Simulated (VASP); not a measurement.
## Li2S: relaxation of cell and atoms with PBEsol

The system is Li2S.

```
CELL_PARAMETERS angstrom
0.00000 2.82731 2.82731
2.82731 0.00000 2.82731
2.82731 2.82731 0.00000
ATOMIC_POSITIONS crystal
Li 0.25000 0.25000 0.25000
Li 0.75000 0.75000 0.75000
S 0.00000 0.00000 0.00000
```

* Program: VASP 6.6.1
* Task: relaxation of cell and atoms
* Functional: PBEsol
* Potentials or basis: VASP PAW PBE potentials, release 64 (Li_sv, S)
* Cutoff: 750 eV
* k mesh: 8 × 8 × 8
* Occupations: gaussian, width 0.01 eV
* Spin: no spin polarisation
* Target pressure: 15 GPa
* Dipole correction: no
* Further INCAR settings: ALGO = Normal; EDIFF = 1e-07; IBRION = 2; EDIFFG = -0.002; NSW = 100; ISIF = 3

```json
{
  "Relaxed volume": "12.02 Å³/atom",
  "Relaxed cell": "a = 3.709 Å, b = 3.709 Å, c = 3.709 Å, α = 60.00°, β = 60.00°, γ = 60.00°",
  "Space group after relaxing (to 0.1 Å)": "Fm-3m (No. 225)",
  "Energy change on relaxing (the run minimises the enthalpy)": "+118.3 meV/atom",
  "Ionic steps": "5",
  "Pressure after relaxing": "15.0 GPa",
  "Band gap on the k mesh": "2.94 eV (least direct gap 4.97 eV)"
}
```

Step by step:
```tsv
step	energy change (eV)	largest force (eV/Å)	pressure (GPa)	volume (Å³)
1	0.0000	0.0000	-0.01	45.20
2	0.3090	0.0000	13.66	36.58
3	0.3525	0.0000	14.92	36.09
4	0.3684	0.0000	15.36	35.92
5	0.3548	0.0000	14.98	36.07
```

Final structure:
```cif
data_structure
_symmetry_space_group_name_H-M 'P 1'
_symmetry_Int_Tables_number 1
_cell_length_a 3.7086
_cell_length_b 3.7086
_cell_length_c 3.7086
_cell_angle_alpha 60.000
_cell_angle_beta 60.000
_cell_angle_gamma 60.000
_cell_volume 36.07
loop_
_atom_site_label
_atom_site_type_symbol
_atom_site_fract_x
_atom_site_fract_y
_atom_site_fract_z
_atom_site_occupancy
Li1 Li 0.25000 0.25000 0.25000 1
Li2 Li 0.75000 0.75000 0.75000 1
S1 S 0.00000 0.00000 0.00000 1
```

Levels at points of the mesh, in eV from the valence-band top:
```tsv
k point	band 3	band 4	band 5	band 6	band 7	band 8	band 9	band 10
(0.00, 0.00, 0.00)	-11.79	0.00	0.00	0.00	5.49	6.14	6.14	6.14
(0.50, 0.00, 0.00)	-11.13	-3.85	-0.73	-0.73	6.49	6.49	7.24	9.47
(0.50, 0.50, 0.00)	-10.95	-2.76	-2.03	-2.03	2.94	7.68	12.88	12.88
```

Run time: 99 s on 1 thread of AMD EPYC 7R13, on a shared host, peak memory 0.18 GiB.

Caveat: the cell is relaxed towards a set pressure, so the run minimises the enthalpy, not the energy; the volume moved by over 15 % at a fixed basis, so the end points are rough; the PAW data sets were made with another functional, which shifts forces and pressure a little. A k mesh can miss the band edges.
